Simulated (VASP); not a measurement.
A run of VASP 6.6.1 is set up as follows.

File POSCAR:

```
Mg2SO
1.0
    3.4083939411      0.0000000000      0.0000000000
    0.0000000000      3.4083939411      0.0000000000
    0.0000000000      0.0000000000      5.0396441247
O Mg S
1 2 1
Direct
    0.0000000000      0.0000000000      0.0000000000
    0.0000000000      0.0000000000      0.5000000000
    0.5000000000      0.5000000000      0.0000000000
    0.5000000000      0.5000000000      0.5000000000
```

Contents of INCAR.step1:

```
SYSTEM = Mg2SO
PREC = Accurate
ENCUT = 520
ISMEAR = 0
SIGMA = 0.01
LREAL = .False.
LASPH = .True.
NELM = 100
NBANDS = 16
GGA = PE
ALGO = Normal
EDIFF = 1E-4
LWAVE = .True.
LCHARG = .False.
```

INCAR.step2

```
SYSTEM = Mg2SO
PREC = Accurate
ENCUT = 520
EDIFF = 1E-6
ISMEAR = 0
SIGMA = 0.01
LREAL = .False.
LASPH = .True.
NELM = 100
ALGO = Normal
ISIF = 2
LWAVE = .False.
LCHARG = .True.
METAGGA = R2SCAN
LMIXTAU = .True.
LELF = .True.
LVHAR = .True.
NBANDS = 16
ISTART = 1
```

The input KPOINTS:

```
regular mesh
0
Gamma
  8 8 6
  0 0 0
```

Potentials or basis: VASP PAW PBE potentials, release 64 (O, Mg, S).

The run is started by

```console
$ cat potpaw_PBE.64/O/POTCAR potpaw_PBE.64/Mg/POTCAR potpaw_PBE.64/S/POTCAR > POTCAR
$ cp INCAR.step1 INCAR
$ mpirun -np 1 vasp_std > vasp.out
$ cp INCAR.step2 INCAR
$ mpirun -np 1 vasp_std > vasp.out
```

Q: Estimate the band gap on the k mesh.

A: 3.40 eV, direct.

Q: What does it give for the pressure?

A: -5.3 GPa.

Stress tensor (GPa, compression positive):
```
-3.42  0.00  0.00
 0.00 -3.42  0.00
 0.00  0.00 -9.06
```

Caveat: the cell differs from its parent crystal (uniaxial z strain +5.8%); the PAW data sets were made with another functional, which shifts forces and pressure a little. A k mesh can miss the band edges.
